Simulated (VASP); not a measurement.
# ZnO (P6_3mc) in VASP: a series of runs

The runs below take ZnO through electric field gradients, with LDA.

Everything below comes from runs of VASP 6.6.1. Logs are shortened: lines on timing, memory, paths and dates and some standing lists are left out, and cuts for length are marked.

### Step 1. The cell of the first run

The structure is hexagonal, space group P6_3mc (No. 186). Conventional cell: a = 3.260 Å, b = 3.260 Å, c = 5.221 Å, α = 90.00°, β = 90.00°, γ = 120.00°. Within 2.6 Å of Zn (site symmetry 3m) lie 4 O at 1.98 to 1.99 Å. Within 2.6 Å of O (site symmetry 3m) lie 4 Zn at 1.98 to 1.99 Å.

### Step 2. Electric field gradients, LDA (volume scaled by 1.01)

Contents of INCAR:

```
SYSTEM = ZnO
ALGO = Normal ; EDIFF = 1E-8
ENCUT = 520 ; GGA = CA
ISIF = 2 ; ISMEAR = -1
LASPH = .TRUE. ; LCHARG = .FALSE.
LEFG = .TRUE. ; LREAL = .FALSE.
LWAVE = .FALSE. ; NBANDS = 26
NELM = 80 ; PREC = Accurate
SIGMA = 0.01
```

Contents of KPOINTS:

```
k-points
0
G
  8 8 5
  0 0 0
```

Contents of POSCAR:

```
ZnO
1.0
    3.2601941478      0.0000000000      0.0000000000
   -1.6300970738      2.8234109532      0.0000000000
    0.0000000000      0.0000000000      5.2210884991
Zn O
2 2
Direct
    0.3333333333      0.6666666667      0.0000000000
    0.6666666667      0.3333333333      0.5000000000
    0.3333333333      0.6666666667      0.3821000000
    0.6666666667      0.3333333333      0.8821000000
```

Potentials or basis: VASP PAW LDA potentials, release 64 (Zn, O).

The run is started by

```console
$ cat potpaw_LDA.64/Zn/POTCAR potpaw_LDA.64/O/POTCAR > POTCAR
$ mpirun -np 1 vasp_std > vasp.out
```

OUTCAR:

```text
SYSTEM = ZnO
   EDIFF = 1E-8
   ENCUT = 520
   GGA = CA
   ISIF = 2
   ISMEAR = -1
   LASPH = .TRUE.
   LREAL = .FALSE.
   NELM = 80
   PREC = Accurate

 ion  position               nearest neighbor table
   1  0.333  0.667  0.000-   4 1.98   4 1.98   4 1.98   3 1.99
   2  0.667  0.333  0.500-   3 1.98   3 1.98   3 1.98   4 1.99
   3  0.333  0.667  0.382-   2 1.98   2 1.98   2 1.98   1 1.99
   4  0.667  0.333  0.882-   1 1.98   1 1.98   1 1.98   2 1.99

  LATTYP: Found a hexagonal cell.
 ALAT       =     3.2601941478
 C/A-ratio  =     1.6014655148

  Lattice vectors:

 A1 = (   3.2601941478,   0.0000000000,   0.0000000000)
 A2 = (  -1.6300970738,   2.8234109532,   0.0000000000)
 A3 = (   0.0000000000,   0.0000000000,   5.2210884991)

Analysis of symmetry for initial positions (statically):
=====================================================================
 Subroutine PRICEL returns:
 Original cell was already a primitive cell.

 Routine SETGRP: Setting up the symmetry group for a
 hexagonal supercell.

 Subroutine GETGRP returns: Found 12 space group operations
 (whereof  6 operations were pure point group operations)
 out of a pool of 24 trial point group operations.

The static configuration has the point symmetry C_3v.
 The point group associated with its full space group is C_6v.

Analysis of symmetry for dynamics (positions and initial velocities):
=====================================================================
 Subroutine PRICEL returns:
 Original cell was already a primitive cell.

 Routine SETGRP: Setting up the symmetry group for a
 hexagonal supercell.

 Subroutine GETGRP returns: Found 12 space group operations
 (whereof  6 operations were pure point group operations)
 out of a pool of 24 trial point group operations.

The dynamic configuration has the point symmetry C_3v.
 The point group associated with its full space group is C_6v.

 Subroutine INISYM returns: Found 12 space group operations
 (whereof  6 operations are pure point group operations),
 and found     1 'primitive' translations

----------------------------------------------------------------------------------------

                                     Primitive cell

  volume of cell :      48.0594

  direct lattice vectors                    reciprocal lattice vectors
     3.260194148  0.000000000  0.000000000     0.306730199  0.177090763  0.000000000
    -1.630097074  2.823410953  0.000000000     0.000000000  0.354181526  0.000000000
     0.000000000  0.000000000  5.221088499     0.000000000  0.000000000  0.191530942

  length of vectors
     3.260194148  3.260194148  5.221088499     0.354181526  0.354181526  0.191530942

  position of ions in fractional coordinates (direct lattice)
     0.333333333  0.666666667  0.000000000
     0.666666667  0.333333333  0.500000000
     0.333333333  0.666666667  0.382100000
     0.666666667  0.333333333  0.882100000

  ion indices of the primitive-cell ions
   primitive index   ion index
                 1           1
                 2           2
                 3           3
                 4           4

----------------------------------------------------------------------------------------

 KPOINTS: k-points

Automatic generation of k-mesh.
 Grid dimensions read from file:
 generate k-points for:    8    8    5

 Generating k-lattice:

  Cartesian coordinates                     Fractional coordinates (reciprocal lattice)
     0.038341275  0.022136345  0.000000000     0.125000000 -0.000000000  0.000000000
     0.000000000  0.044272691  0.000000000     0.000000000  0.125000000  0.000000000
     0.000000000  0.000000000  0.038306188     0.000000000  0.000000000  0.200000000

  Length of vectors
     0.044272691  0.044272691  0.038306188

  Shift w.r.t. Gamma in fractional coordinates (k-lattice)
     0.000000000  0.000000000  0.000000000

 Subroutine IBZKPT returns following result:
 ===========================================

 Found     30 irreducible k-points:

 Following reciprocal coordinates:
            Coordinates               Weight
  0.000000  0.000000  0.000000      1.000000
  0.125000  0.000000  0.000000      6.000000
  0.250000  0.000000  0.000000      6.000000
  0.375000  0.000000  0.000000      6.000000
  0.500000  0.000000  0.000000      3.000000
  0.125000  0.125000  0.000000      6.000000
[... 16 lines left out ...]
  0.250000  0.000000  0.400000     12.000000
  0.375000  0.000000  0.400000     12.000000
 [... further k-points ...]
   k-points           NKPTS =     30   k-points in BZ     NKDIM =     30   number of bands    NBANDS=     26
   number of dos      NEDOS =    301   number of ions     NIONS =      4
   total plane-waves  NPLWV =  23040
   dimension x,y,z NGX =    24 NGY =   24 NGZ =   40
   dimension x,y,z NGXF=    48 NGYF=   48 NGZF=   80
   ions per type =               2   2
   NGX,Y,Z   is equivalent  to a cutoff of  12.24, 12.24, 12.74 a.u.
   NGXF,Y,Z  is equivalent  to a cutoff of  24.48, 24.48, 25.47 a.u.
 SYSTEM =  ZnO
   PREC   = accura    normal or accurate (medium, high low for compatibility)
   ISTART =      0    job   : 0-new  1-cont  2-samecut
   ICHARG =      2    charge: 1-file 2-atom 10-const
   ISPIN  =      1    spin polarized calculation?
   LNONCOLLINEAR =      F non collinear calculations
   LSORBIT =      F    spin-orbit coupling
   LASPH  =      T    aspherical Exc in radial PAW
   ENCUT  =  520.0 eV  38.22 Ry    6.18 a.u.   6.06  6.06  9.71*2*pi/ulx,y,z
   NELM   =     80;   NELMIN=  2; NELMDL= -5     # of ELM steps
   EDIFF  = 0.1E-07   stopping-criterion for ELM
   LREAL  =      F    real-space projection
   EDIFFG = 0.1E-06   stopping-criterion for IOM
   NSW    =      0    number of steps for IOM
   IBRION =     -1    ionic relax: 0-MD 1-quasi-New 2-CG
   NFREE  =      0    steps in history (QN), initial steepest desc. (CG)
   ISIF   =      2    stress and relaxation
   ISYM   =      2    0-nonsym 1-usesym 2-fastsym
   POTIM  = 0.5000    time-step for ionic-motion
   TEBEG  =    0.0;   TEEND  =   0.0 temperature during run
   PSTRESS=    0.0 pullay stress
   NELECT =      36.0000    total number of electrons
   NUPDOWN=      -1.0000    fix difference up-down
   EMIN   =  10.00;   EMAX   =-10.00  energy-range for DOS
   EFERMI =   0.00;   METHOD = LEGACY
   ISMEAR =    -1;   SIGMA  =   0.01  broadening in eV -4-tet -1-fermi 0-gaus
   EFERMI_NEDOS =   21; number of points for ismear=-14 and -15
   IALGO  =     38    algorithm
   IMIX   =      4    mixing-type and parameters
     AMIX     =   0.40;   BMIX     =  1.00
     AMIX_MAG =   1.60;   BMIX_MAG =  1.00
  volume/ion in A,a.u.               =      12.01        81.08
  Fermi-wavevector in a.u.,A,eV,Ry     =   1.486789  2.809625 30.076260  2.210543
  Thomas-Fermi vector in A             =   2.600032
   LORBIT       =      0    0 simple, 1 ext, 2 COOP (PROOUT), +10 PAW based schemes
   GGA     = CA    functional components
   LHFCALC =     F    Hartree Fock is set to
   AEXX    =    0.0000 exact exchange contribution
   IVDW    =     0    specifies the selected vdW correction
   LEPSILON=     F    determine dielectric tensor
   LRPA    =     F    only Hartree local field effects (RPA)
 non-spin polarized calculation
  energy-cutoff  :      520.00
  volume of cell :       48.06
 maximum number of plane-waves:      1308
   NGX = 13   NGY = 13   NGZ = 19

 number of electron      36.0000020 magnetization

 Free energy of the ion-electron system (eV)
  ---------------------------------------------------
  ext. energy  EPLUGINS =         0.00000000
  ---------------------------------------------------
  free energy    TOTEN  =       -21.10282367 eV

  energy without entropy =      -21.10282367  energy(sigma->0) =      -21.10282367

 E-fermi :   1.0336     XC(G=0): -11.4124

 val. band max:        0.7908378884   @ k =   0.0000   0.0000   0.0000
 cond. band min:       1.5171968811   @ k =   0.0000   0.0000   0.0000
 fundamental gap:      0.7263589927
 Fermi energy:         1.0335568259

 k-point     1 :       0.0000    0.0000    0.0000
  band No.  band energies     occupation
      1     -16.9332      2.00000
      2     -16.1740      2.00000
      3      -4.9459      2.00000
      4      -4.9459      2.00000
      5      -4.8623      2.00000
      6      -4.8130      2.00000
[... 18 lines left out ...]
     25      14.6317      0.00000
     26      14.6317      0.00000
[... 644 lines left out ...]
      4      -5.2742      2.00000
      5      -4.5823      2.00000
      6      -4.5146      2.00000
[... 18 lines left out ...]
     25      14.1098      0.00000
     26      14.3307      0.00000

 [... further k-points ...]
[... 5 lines left out ...]
  --------------------------------------------------------------------------------------
  -------------------------------------------------------------------------------------
  Total       -2.2585675     -2.2585675     -2.0640256     -0.0000000      0.0000000      0.0000000
  in kB      -75.2948114    -75.2948114    -68.8092844     -0.0000000      0.0000000      0.0000000
  external PRESSURE =     -73.1329690 kB  Pullay stress =       0.0000000 kB

 VOLUME and BASIS-vectors are now :
 -----------------------------------------------------------------------------
  energy-cutoff  :      520.00
  volume of cell :       48.06
      direct lattice vectors                 reciprocal lattice vectors
     3.260194148  0.000000000  0.000000000     0.306730199  0.177090763  0.000000000
    -1.630097074  2.823410953  0.000000000     0.000000000  0.354181526  0.000000000
     0.000000000  0.000000000  5.221088499     0.000000000  0.000000000  0.191530942

 POSITION                                       TOTAL-FORCE (eV/Angst)
 -----------------------------------------------------------------------------------
     -0.00000      1.88227      0.00000         0.000000     -0.000000      0.040468
      1.63010      0.94114      2.61054        -0.000000      0.000000      0.040468
     -0.00000      1.88227      1.99498         0.000000     -0.000000     -0.040468
      1.63010      0.94114      4.60552        -0.000000      0.000000     -0.040468
 -----------------------------------------------------------------------------------
    total drift:                               -0.000001     -0.000001     -0.000247

  FREE ENERGIE OF THE ION-ELECTRON SYSTEM (eV)
  ---------------------------------------------------
  free  energy   TOTEN  =       -21.1028236686 eV

  energy  without entropy=      -21.1028236686  energy(sigma->0) =      -21.10282367

 Electric field gradients (V/A^2)
---------------------------------------------------------------------
 ion       V_xx      V_yy      V_zz      V_xy      V_xz      V_yz
---------------------------------------------------------------------
   1      -3.845    -3.845     7.690    -0.000     0.000    -0.000
   2      -3.845    -3.845     7.690    -0.000    -0.000     0.000
   3       1.752     1.747    -3.499    -0.004     0.000    -0.000
   4       1.752     1.747    -3.499    -0.004    -0.000     0.000
---------------------------------------------------------------------

 Electric field gradients after diagonalization (V/A^2)
 (convention: |V_zz| > |V_xx| > |V_yy|)
----------------------------------------------------------------------
 ion       V_xx      V_yy      V_zz     asymmetry (V_yy - V_xx)/ V_zz
----------------------------------------------------------------------
   1      -3.845    -3.845     7.690       0.000
   2      -3.845    -3.845     7.690       0.000
   3       1.755     1.744    -3.499       0.003
   4       1.755     1.744    -3.499       0.003
----------------------------------------------------------------------

           NMR quadrupolar parameters

 Cq : quadrupolar parameter    Cq=e*Q*V_zz/h
 eta: asymmetry parameters     (V_yy - V_xx)/ V_zz
 Q  : nuclear electric quadrupole moment in mb (millibarn)
----------------------------------------------------------------------
 ion       Cq(MHz)       eta       Q (mb)
----------------------------------------------------------------------
   1       0.019       0.000       1.000
   2       0.019       0.000       1.000
   3      -0.008       0.003       1.000
   4      -0.008       0.003       1.000
----------------------------------------------------------------------
```

Run time: 59 s. Hardware: 1 thread of AMD EPYC 7R13, shared host; peak memory 0.13 GiB.

What came out:

* Free energy: -21.1028 eV
* Pressure: -7.3 GPa
* Largest force: 0.040 eV/Å
* Band gap on the k mesh: 0.73 eV, direct

Forces in eV/Å, atoms in the order of the input:
```
Zn   0.000  0.000  0.040
Zn   0.000  0.000  0.040
O    0.000  0.000 -0.040
O    0.000  0.000 -0.040
```

Stress tensor (GPa, compression positive):
```
-7.53  0.00  0.00
 0.00 -7.53  0.00
 0.00  0.00 -6.88
```

Levels at points of the mesh, in eV from the valence-band top:
| k point | band 15 | band 16 | band 17 | band 18 | band 19 | band 20 | band 21 | band 22 |
| --- | --- | --- | --- | --- | --- | --- | --- | --- |
| (0.00, 0.00, 0.00) | -0.78 | -0.09 | 0.00 | 0.00 | 0.73 | 5.03 | 8.08 | 12.58 |
| (0.50, 0.00, 0.00) | -2.83 | -2.27 | -1.28 | -0.86 | 5.64 | 6.69 | 7.46 | 8.27 |

Electric field gradients, principal values (V/Å²):
```
atom   least  middle  greatest (by size)
1 Zn  -3.845  -3.845               7.690
2 Zn  -3.845  -3.845               7.690
 3 O   1.744   1.755              -3.499
 4 O   1.744   1.755              -3.499
```

Caveat: without QUAD_EFG the Cq values of the log hold for a quadrupole moment of 1 mb, not for the nuclei.

(Continued in part 2 of 3.)
